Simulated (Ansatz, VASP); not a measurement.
Cs in VASP and in Ansatz

```
CELL_PARAMETERS angstrom
5.49749 0.00000 0.00000
-2.74874 4.76096 0.00000
0.00000 0.00000 8.90593
ATOMIC_POSITIONS crystal
Cs 0.33333 0.66667 0.25000
Cs 0.66667 0.33333 0.75000
```

Alike in both runs: task relaxation of cell and atoms; functional PBE; k mesh 9 × 9 × 5; occupations fermi-dirac, width 0.05 eV; no spin polarisation.

```csv
,VASP,Ansatz
version,VASP 6.6.1,Ansatz 0.2.0
potentials or method,"VASP PAW PBE potentials, release 64 (Cs_sv)","PAW with Ansatz's default frozen-core files, scalar-relativistic"
plane-wave cutoff (eV),600,420
valence electrons in the cell,18,18
```

|  | VASP | Ansatz | Ansatz less VASP |
| --- | --- | --- | --- |
| relaxed volume (Å³/atom) | 117.27 | 116.55 | -0.726 |
| relaxed length of the cell vector where the two differ most in proportion (Å) | 9.054 | 8.906 | -0.1476 |

Neither program's run includes spin-orbit coupling.
